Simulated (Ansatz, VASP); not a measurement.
**Two plane-wave programs on Cs2Na**

```
Cs Na
1.0
    -2.67001    2.67001    8.89569
     2.67001   -2.67001    8.89569
     2.67001    2.67001   -8.89569
Cs Na
2 1
Direct
  0.64054 0.64054 0.00000
  0.35946 0.35946 0.00000
  0.00000 0.00000 0.00000
```

Alike in both runs: functional PBE; k mesh 12 × 12 × 12; occupations gaussian, width 0.1 eV; no spin polarisation.

Ansatz relaxed the structure, and its values are those at the end. VASP's run is a single point on that final structure, the one shown.

|  | VASP | Ansatz |
| --- | --- | --- |
| version | VASP 6.6.1 | Ansatz 0.2.0 |
| potentials or method | VASP PAW PBE potentials, release 64 (Cs_sv, Na_pv), cutoff 520 eV | scalar-relativistic, plane waves, PAW |
| valence electrons in the cell | 25 | 27 |

```tsv
	VASP	Ansatz	Ansatz less VASP
gap on the k mesh at the Fermi level (eV)	none	none	-
pressure (GPa)	0.0	0.0	+0.01
```

A gap of «none» marks a metal or a gap that the smearing closes. The functional is the same, so the differences come from potentials, cutoffs and numerics. VASP's potentials hold 25 valence electrons a cell and Ansatz's 27, so a difference there can come from the potentials and not from the codes.

Spin-orbit coupling is off throughout.
